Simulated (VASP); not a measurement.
# AlPdC4N4 (P-43m) in VASP: notebook

AlPdC4N4 is run at these levels: PBE; tasks: single point.

All numbers are computed with VASP 6.6.1; they aren't measurements. Logs are shortened: lines on timing, memory, paths and dates and some standing lists are left out, and cuts for length are marked.

**1. The cell of the first run**

It takes space group P-43m (No. 215, cubic). The conventional cell has a = 5.860 Å, b = 5.860 Å, c = 5.860 Å, α = 90.00°, β = 90.00°, γ = 90.00°. Within 2.5 Å of Al (site symmetry -43m) lie 4 C at 1.87 Å. Within 2.7 Å of Pd (site symmetry -43m) lie 4 N at 2.03 Å. C (site symmetry 3m) has 1 N at 1.17 Å within 1.6 Å. Within 1.6 Å of N (site symmetry 3m) lie 1 C at 1.17 Å.

**2. Single point, PBE, collinear spin**

Contents of INCAR:

```
ALGO = Normal
EDIFF = 1E-7
ENCUT = 520
GGA = PE
ISIF = 2
ISMEAR = 0
ISPIN = 2
LASPH = T
LCHARG = F
LMAXMIX = 4
LORBIT = 11
LREAL = F
LWAVE = F
MAGMOM = 0 1 0 0 0 0 0 0 0 0
NBANDS = 40
NELM = 150
PREC = Accurate
SIGMA = 0.1
```

Contents of KPOINTS:

```
k-points
0
Gamma
  4 4 4
```

Contents of POSCAR:

```
AlPdC4N4
1.0
    5.8601052300      0.0000000000      0.0000000000
    0.0000000000      5.8601052300      0.0000000000
    0.0000000000      0.0000000000      5.8601052300
Al Pd C N
1 1 4 4
Direct
    0.0000000000      0.0000000000      0.0000000000
    0.5000000000      0.5000000000      0.5000000000
    0.1847290600      0.1847290600      0.1847290600
    0.1847290600      0.8152709400      0.8152709400
    0.8152709400      0.1847290600      0.8152709400
    0.8152709400      0.8152709400      0.1847290600
    0.3000000000      0.3000000000      0.3000000000
    0.3000000000      0.7000000000      0.7000000000
    0.7000000000      0.3000000000      0.7000000000
    0.7000000000      0.7000000000      0.3000000000
```

Potentials or basis: VASP PAW PBE potentials, release 64 (Al, Pd, C, N).

The run is started by

```
$ cat potpaw_PBE.64/Al/POTCAR potpaw_PBE.64/Pd/POTCAR potpaw_PBE.64/C/POTCAR potpaw_PBE.64/N/POTCAR > POTCAR
$ mpirun -np 1 vasp_std > vasp.out
```

OUTCAR:

```text
EDIFF = 1E-7
   ENCUT = 520
   GGA = PE
   ISIF = 2
   ISMEAR = 0
   ISPIN = 2
   LASPH = T
   LORBIT = 11
   LREAL = F
   NELM = 150
   PREC = Accurate

 ion  position               nearest neighbor table
   1  0.000  0.000  0.000-   3 1.87   4 1.87   5 1.87   6 1.87
   2  0.500  0.500  0.500-   7 2.03   8 2.03   9 2.03  10 2.03
   3  0.185  0.185  0.185-   7 1.17   1 1.87
   4  0.185  0.815  0.815-   8 1.17   1 1.87
   5  0.815  0.185  0.815-   9 1.17   1 1.87
   6  0.815  0.815  0.185-  10 1.17   1 1.87
   7  0.300  0.300  0.300-   3 1.17   2 2.03
   8  0.300  0.700  0.700-   4 1.17   2 2.03
   9  0.700  0.300  0.700-   5 1.17   2 2.03
  10  0.700  0.700  0.300-   6 1.17   2 2.03

  LATTYP: Found a simple cubic cell.
 ALAT       =     5.8601052300

  Lattice vectors:

 A1 = (   5.8601052300,   0.0000000000,   0.0000000000)
 A2 = (   0.0000000000,   5.8601052300,   0.0000000000)
 A3 = (   0.0000000000,   0.0000000000,   5.8601052300)

Analysis of symmetry for initial positions (statically):
=====================================================================
 Subroutine PRICEL returns:
 Original cell was already a primitive cell.

 Routine SETGRP: Setting up the symmetry group for a
 simple cubic supercell.

 Subroutine GETGRP returns: Found 24 space group operations
 (whereof 24 operations were pure point group operations)
 out of a pool of 48 trial point group operations.

The static configuration has the point symmetry T_d .

Analysis of symmetry for dynamics (positions and initial velocities):
=====================================================================
 Subroutine PRICEL returns:
 Original cell was already a primitive cell.

 Routine SETGRP: Setting up the symmetry group for a
 simple cubic supercell.

 Subroutine GETGRP returns: Found 24 space group operations
 (whereof 24 operations were pure point group operations)
 out of a pool of 48 trial point group operations.

The dynamic configuration has the point symmetry T_d .

Analysis of structural, dynamic, and magnetic symmetry:
=====================================================================
 Subroutine PRICEL returns:
 Original cell was already a primitive cell.

 Routine SETGRP: Setting up the symmetry group for a
 simple cubic supercell.

 Subroutine GETGRP returns: Found 24 space group operations
 (whereof 24 operations were pure point group operations)
 out of a pool of 48 trial point group operations.

The overall configuration has the point symmetry T_d .

 Subroutine INISYM returns: Found 24 space group operations
 (whereof 24 operations are pure point group operations),
 and found     1 'primitive' translations

----------------------------------------------------------------------------------------

                                     Primitive cell

  volume of cell :     201.2409

  direct lattice vectors                    reciprocal lattice vectors
     5.860105230  0.000000000  0.000000000     0.170645400  0.000000000  0.000000000
     0.000000000  5.860105230  0.000000000     0.000000000  0.170645400  0.000000000
     0.000000000  0.000000000  5.860105230     0.000000000  0.000000000  0.170645400

  length of vectors
     5.860105230  5.860105230  5.860105230     0.170645400  0.170645400  0.170645400

  position of ions in fractional coordinates (direct lattice)
     0.000000000  0.000000000  0.000000000
     0.500000000  0.500000000  0.500000000
     0.184729060  0.184729060  0.184729060
     0.184729060  0.815270940  0.815270940
     0.815270940  0.184729060  0.815270940
     0.815270940  0.815270940  0.184729060
     0.300000000  0.300000000  0.300000000
     0.300000000  0.700000000  0.700000000
     0.700000000  0.300000000  0.700000000
     0.700000000  0.700000000  0.300000000

  ion indices of the primitive-cell ions
   primitive index   ion index
                 1           1
                 2           2
                 3           3
                 4           4
                 5           5
                 6           6
                 7           7
                 8           8
                 9           9
                10          10

----------------------------------------------------------------------------------------

 KPOINTS: k-points

Automatic generation of k-mesh.
 Grid dimensions read from file:
 generate k-points for:    4    4    4

 Generating k-lattice:

  Cartesian coordinates                     Fractional coordinates (reciprocal lattice)
     0.042661350  0.000000000  0.000000000     0.250000000  0.000000000  0.000000000
     0.000000000  0.042661350  0.000000000     0.000000000  0.250000000  0.000000000
     0.000000000  0.000000000  0.042661350     0.000000000  0.000000000  0.250000000

  Length of vectors
     0.042661350  0.042661350  0.042661350

  Shift w.r.t. Gamma in fractional coordinates (k-lattice)
     0.000000000  0.000000000  0.000000000

 Subroutine IBZKPT returns following result:
 ===========================================

 Found     10 irreducible k-points:

 Following reciprocal coordinates:
            Coordinates               Weight
  0.000000  0.000000  0.000000      1.000000
  0.250000  0.000000  0.000000      6.000000
  0.500000  0.000000  0.000000      3.000000
  0.250000  0.250000  0.000000     12.000000
  0.500000  0.250000  0.000000     12.000000
  0.500000  0.500000  0.000000      3.000000
  0.250000  0.250000  0.250000      8.000000
  0.500000  0.250000  0.250000     12.000000
  0.500000  0.500000  0.250000      6.000000
  0.500000  0.500000  0.500000      1.000000
   k-points           NKPTS =     10   k-points in BZ     NKDIM =     10   number of bands    NBANDS=     40
   number of dos      NEDOS =    301   number of ions     NIONS =     10
   total plane-waves  NPLWV = 110592
   dimension x,y,z NGX =    48 NGY =   48 NGZ =   48
   dimension x,y,z NGXF=    96 NGYF=   96 NGZF=   96
   ions per type =               1   1   4   4
   NGX,Y,Z   is equivalent  to a cutoff of  13.62, 13.62, 13.62 a.u.
   NGXF,Y,Z  is equivalent  to a cutoff of  27.23, 27.23, 27.23 a.u.
 SYSTEM =  unknown system
   PREC   = accura    normal or accurate (medium, high low for compatibility)
   ISTART =      0    job   : 0-new  1-cont  2-samecut
   ICHARG =      2    charge: 1-file 2-atom 10-const
   ISPIN  =      2    spin polarized calculation?
   LNONCOLLINEAR =      F non collinear calculations
   LSORBIT =      F    spin-orbit coupling
   LASPH  =      T    aspherical Exc in radial PAW
   ENCUT  =  520.0 eV  38.22 Ry    6.18 a.u.  10.90 10.90 10.90*2*pi/ulx,y,z
   NELM   =    150;   NELMIN=  2; NELMDL= -5     # of ELM steps
   EDIFF  = 0.1E-06   stopping-criterion for ELM
   LREAL  =      F    real-space projection
   EDIFFG = 0.1E-05   stopping-criterion for IOM
   NSW    =      0    number of steps for IOM
   IBRION =     -1    ionic relax: 0-MD 1-quasi-New 2-CG
   NFREE  =      0    steps in history (QN), initial steepest desc. (CG)
   ISIF   =      2    stress and relaxation
   ISYM   =      2    0-nonsym 1-usesym 2-fastsym
   POTIM  = 0.5000    time-step for ionic-motion
   TEBEG  =    0.0;   TEEND  =   0.0 temperature during run
   PSTRESS=    0.0 pullay stress
   NELECT =      49.0000    total number of electrons
   NUPDOWN=      -1.0000    fix difference up-down
   EMIN   =  10.00;   EMAX   =-10.00  energy-range for DOS
   EFERMI =   0.00;   METHOD = LEGACY
   ISMEAR =     0;   SIGMA  =   0.10  broadening in eV -4-tet -1-fermi 0-gaus
   EFERMI_NEDOS =   21; number of points for ismear=-14 and -15
   IALGO  =     38    algorithm
   IMIX   =      4    mixing-type and parameters
     AMIX     =   0.40;   BMIX     =  1.00
     AMIX_MAG =   1.60;   BMIX_MAG =  1.00
  volume/ion in A,a.u.               =      20.12       135.80
  Fermi-wavevector in a.u.,A,eV,Ry     =   1.022276  1.931821 14.218741  1.045048
  Thomas-Fermi vector in A             =   2.155946
   LORBIT       =     11    0 simple, 1 ext, 2 COOP (PROOUT), +10 PAW based schemes
   GGA     = PE    functional components
   LHFCALC =     F    Hartree Fock is set to
   AEXX    =    0.0000 exact exchange contribution
   IVDW    =     0    specifies the selected vdW correction
   LEPSILON=     F    determine dielectric tensor
   LRPA    =     F    only Hartree local field effects (RPA)
 spin polarized calculation
 Gauss-broadening in eV      SIGMA  =   0.10
  energy-cutoff  :      520.00
  volume of cell :      201.24
 maximum number of plane-waves:      5452
 NGX is ok and might be reduce to    48
   NGX = 21   NGY = 21   NGZ = 21

 number of electron      49.0000001 magnetization       0.9999999

 Free energy of the ion-electron system (eV)
  ---------------------------------------------------
  ext. energy  EPLUGINS =         0.00000000
  ---------------------------------------------------
  free energy    TOTEN  =       -74.59351963 eV

  energy without entropy =      -74.53564749  energy(sigma->0) =      -74.56458356

 E-fermi :  -0.2319     XC(G=0):  -7.2367

 val. band max:       -0.2322993500   @ k =   0.5000   0.2500   0.2500
 cond. band min:      -0.1850069152   @ k =   0.5000   0.0000   0.0000
 fundamental gap:      0.0472924348
 Fermi energy:        -0.2319295756

 spin component 1

 k-point     1 :       0.0000    0.0000    0.0000
  band No.  band energies     occupation
      1     -18.2305      1.00000
      2     -18.1073      1.00000
      3     -18.1073      1.00000
      4     -18.1073      1.00000
      5      -9.6441      1.00000
      6      -7.8508      1.00000
[... 28 lines left out ...]
     35       8.5739      0.00000
     36       8.5739      0.00000
[... 319 lines left out ...]
      5      -9.6762      1.00000
      6      -7.8512      1.00000
[... 28 lines left out ...]
     35       6.9089      0.00000
     36       6.9089      0.00000
 Fermi energy:        -0.2319295756

 spin component 2

 k-point     1 :       0.0000    0.0000    0.0000
  band No.  band energies     occupation
      1     -18.1853      1.00000
      2     -18.0615      1.00000
      3     -18.0615      1.00000
      4     -18.0615      1.00000
      5      -9.6176      1.00000
      6      -7.7297      1.00000
[... 28 lines left out ...]
     35       8.6275      0.00000
     36       8.6275      0.00000
[... 319 lines left out ...]
      5      -9.6480      1.00000
      6      -7.7333      1.00000
[... 28 lines left out ...]
     35       6.9479      0.00000
     36       6.9479      0.00000
 [bands above 36 left out]

------------------------ aborting loop because EDIFF is reached ----------------------------------------

  FORCE on cell =-STRESS in cart. coord.  units (eV):
  Direction    XX          YY          ZZ          XY          YZ          ZX
  --------------------------------------------------------------------------------------
  -------------------------------------------------------------------------------------
  Total        6.5830672      6.5830672      6.5830672     -0.0000000      0.0000000     -0.0000000
  in kB       52.4110215     52.4110215     52.4110215     -0.0000000      0.0000000     -0.0000000
  external PRESSURE =      52.4110215 kB  Pullay stress =       0.0000000 kB

 VOLUME and BASIS-vectors are now :
 -----------------------------------------------------------------------------
  energy-cutoff  :      520.00
  volume of cell :      201.24
      direct lattice vectors                 reciprocal lattice vectors
     5.860105230  0.000000000  0.000000000     0.170645400  0.000000000  0.000000000
     0.000000000  5.860105230  0.000000000     0.000000000  0.170645400  0.000000000
     0.000000000  0.000000000  5.860105230     0.000000000  0.000000000  0.170645400

 POSITION                                       TOTAL-FORCE (eV/Angst)
 -----------------------------------------------------------------------------------
      0.00000      0.00000      0.00000         0.000000     -0.000000     -0.000000
      2.93005      2.93005      2.93005         0.000000     -0.000000     -0.000000
      1.08253      1.08253      1.08253         0.933663      0.933663      0.933663
      1.08253      4.77757      4.77757         0.933663     -0.933663     -0.933663
      4.77757      1.08253      4.77757        -0.933663      0.933663     -0.933663
      4.77757      4.77757      1.08253        -0.933663     -0.933663      0.933663
      1.75803      1.75803      1.75803        -0.468359     -0.468359     -0.468359
      1.75803      4.10207      4.10207        -0.468359      0.468359      0.468359
      4.10207      1.75803      4.10207         0.468359     -0.468359      0.468359
      4.10207      4.10207      1.75803         0.468359      0.468359     -0.468359
 -----------------------------------------------------------------------------------
    total drift:                                0.000000      0.000000      0.000000

  FREE ENERGIE OF THE ION-ELECTRON SYSTEM (eV)
  ---------------------------------------------------
  free  energy   TOTEN  =       -74.5935196257 eV

  energy  without entropy=      -74.5356474924  energy(sigma->0) =      -74.56458356

 total charge

# of ion       s       p       d       tot
------------------------------------------
    1        0.387   0.515   0.000   0.902
    2        0.412   0.682   8.396   9.491
    3        0.961   1.709   0.000   2.670
    4        0.961   1.709   0.000   2.670
    5        0.961   1.709   0.000   2.670
    6        0.961   1.709   0.000   2.670
    7        1.308   2.540   0.000   3.848
    8        1.308   2.540   0.000   3.848
    9        1.308   2.540   0.000   3.848
   10        1.308   2.540   0.000   3.848
--------------------------------------------------
tot          9.872  18.196   8.396  36.464

 magnetization (x)

# of ion       s       p       d       tot
------------------------------------------
    1        0.000   0.001   0.000   0.001
    2        0.002   0.046   0.695   0.743
    3        0.002   0.013   0.000   0.014
    4        0.002   0.013   0.000   0.014
    5        0.002   0.013   0.000   0.014
    6        0.002   0.013   0.000   0.014
    7        0.007   0.020   0.000   0.028
    8        0.007   0.020   0.000   0.028
    9        0.007   0.020   0.000   0.028
   10        0.007   0.020   0.000   0.028
--------------------------------------------------
tot          0.039   0.178   0.695   0.912
```

Wall time 1.9 min (1 thread of Intel Xeon 6975P-C (Granite Rapids), shared host); peak memory 0.46 GiB.

Results:

```
Free energy                                           : -74.5935 eV
Pressure                                              : 5.2 GPa
Largest force                                         : 1.617 eV/Å
Band gap on the k mesh                                : zero (filled and empty bands overlap)
Net moment                                            : 1.00 μB per cell
Site moments                                          : Al +0.00; Pd +0.74; C +0.01; N +0.03 μB
Valence electrons inside the program's atomic spheres : Al 0.90; Pd 9.49; C 2.67; N 3.85
```

Forces on the atoms (eV/Å):
```
Al   0.000  0.000  0.000
Pd   0.000  0.000  0.000
C    0.934  0.934  0.934
C    0.934 -0.934 -0.934
C   -0.934  0.934 -0.934
C   -0.934 -0.934  0.934
N   -0.468 -0.468 -0.468
N   -0.468  0.468  0.468
N    0.468 -0.468  0.468
N    0.468  0.468 -0.468
```

Caveat: the cell stands under pressure; forces of over 1 eV/Å act on the atoms, so gaps and moduli don't describe the material at rest.

**3. Single point, PBE, collinear spin**

This run uses another cell than the first one, of 22.49 Å³/atom.

Contents of INCAR:

```
SYSTEM = AlPdC4N4
PREC = Accurate
ENCUT = 520
EDIFF = 1E-6
ISMEAR = 0
SIGMA = 0.1
LREAL = .False.
LASPH = .True.
NELM = 150
ALGO = Normal
ISIF = 2
LWAVE = .False.
LCHARG = .False.
ISPIN = 2
MAGMOM = 0 1 0 0 0 0 0 0 0 0
LORBIT = 11
LMAXMIX = 4
GGA = PE
NBANDS = 40
```

Contents of KPOINTS:

```
regular mesh
0
Gamma
  4 4 4
  0 0 0
```

Contents of POSCAR:

```
AlPdC4N4
1.0
    6.0816364419      0.0000000000      0.0000000000
    0.0000000000      6.0816364419      0.0000000000
    0.0000000000      0.0000000000      6.0816364419
Al Pd C N
1 1 4 4
Direct
    0.0000000000      0.0000000000      0.0000000000
    0.5000000000      0.5000000000      0.5000000000
    0.1868552024      0.1868552024      0.1868552024
    0.1868552024      0.8131447976      0.8131447976
    0.8131447976      0.1868552024      0.8131447976
    0.8131447976      0.8131447976      0.1868552024
    0.2974484280      0.2974484280      0.2974484280
    0.2974484280      0.7025515720      0.7025515720
    0.7025515720      0.2974484280      0.7025515720
    0.7025515720      0.7025515720      0.2974484280
```

Potentials or basis: VASP PAW PBE potentials, release 64 (Al, Pd, C, N).

The run is started by

```
$ cat potpaw_PBE.64/Al/POTCAR potpaw_PBE.64/Pd/POTCAR potpaw_PBE.64/C/POTCAR potpaw_PBE.64/N/POTCAR > POTCAR
$ mpirun -np 1 vasp_std > vasp.out
```

Run time: 1.8 min. Hardware: 1 thread of Intel Xeon 6975P-C (Granite Rapids), shared host; peak memory 0.48 GiB.

It converged, with:

| Quantity | Value |
| --- | --- |
| Free energy | -75.0522 eV |
| Pressure | 0.4 GPa |
| Largest force | 0.386 eV/Å |
| Band gap on the k mesh | zero (filled and empty bands overlap) |
| Net moment | 1.00 μB per cell |
| Site moments | Al +0.00; Pd +0.80; C +0.01; N +0.02 μB |
| Valence electrons inside the program's atomic spheres | Al 0.79; Pd 9.20; C 2.65; N 3.84 |

Forces in eV/Å, atoms in the order of the input:
```
Al   0.000  0.000  0.000
Pd   0.000  0.000  0.000
C   -0.223 -0.223 -0.223
C   -0.223  0.223  0.223
C    0.223 -0.223  0.223
C    0.223  0.223 -0.223
N    0.218  0.218  0.218
N    0.218 -0.218 -0.218
N   -0.218  0.218 -0.218
N   -0.218 -0.218  0.218
```

Levels at points of the mesh, in eV from the Fermi level:
Spin up:
```csv
k point,band 21,band 22,band 23,band 24,band 25,band 26,band 27,band 28,band 29,band 30
"(0.00, 0.00, 0.00)",-1.51,-1.51,-0.76,-0.76,-0.76,2.82,2.82,2.82,3.55,3.55
"(0.50, 0.00, 0.00)",-1.50,-1.39,-0.67,-0.56,-0.56,2.76,2.76,3.02,3.37,3.41
"(0.50, 0.50, 0.00)",-1.49,-1.39,-0.68,-0.53,-0.53,2.92,2.92,3.03,3.31,3.49
"(0.50, 0.50, 0.50)",-1.48,-1.48,-0.67,-0.67,-0.67,3.08,3.08,3.08,3.62,3.62
```
Spin down:
```csv
k point,band 22,band 23,band 24,band 25,band 26,band 27,band 28,band 29
"(0.00, 0.00, 0.00)",-1.22,-0.20,-0.20,-0.20,2.91,2.91,2.91,3.60
"(0.50, 0.00, 0.00)",-1.10,-0.08,0.02,0.02,2.80,2.80,3.06,3.43
"(0.50, 0.50, 0.00)",-1.10,-0.09,0.06,0.06,2.94,2.94,3.07,3.38
"(0.50, 0.50, 0.50)",-1.20,-0.09,-0.09,-0.09,3.13,3.13,3.13,3.66
```

The gap in the log of VASP goes by the Fermi energy; the results here count the filled bands.